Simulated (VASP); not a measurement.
Here is a VASP 6.6.1 calculation.

Contents of INCAR:

```
ALGO = Normal ; EDIFF = 1E-6
ENCUT = 520 ; GGA = CA
ISIF = 2 ; ISMEAR = -1
LASPH = T ; LCHARG = F
LREAL = F ; LWAVE = F
NBANDS = 18 ; NELM = 60
PREC = Accurate ; SIGMA = 0.05
```

Contents of KPOINTS:

```
k-points
0
Gamma
  14 14 7
```

The input POSCAR:

```
Cu
1.0
    2.5340966700      0.0000000000      0.0000000000
   -1.2670483300      2.1945920900      0.0000000000
    0.0000000000      0.0000000000      4.1125710000
Cu
2
Direct
    0.3333333300      0.6666666700      0.2500000000
    0.6666666700      0.3333333300      0.7500000000
```

Potentials or basis: VASP PAW LDA potentials, release 64 (Cu).

The run is started by

```console
$ cat potpaw_LDA.64/Cu/POTCAR > POTCAR
$ mpirun -np 1 vasp_std > vasp.out
```

(1) What does it give for the pressure?

(2) Estimate the band gap on the k mesh.

Answers

(1) -7.1 GPa.

(2) zero (band 11 reaches 11.32 eV, above the bottom of band 12 at 5.79 eV).
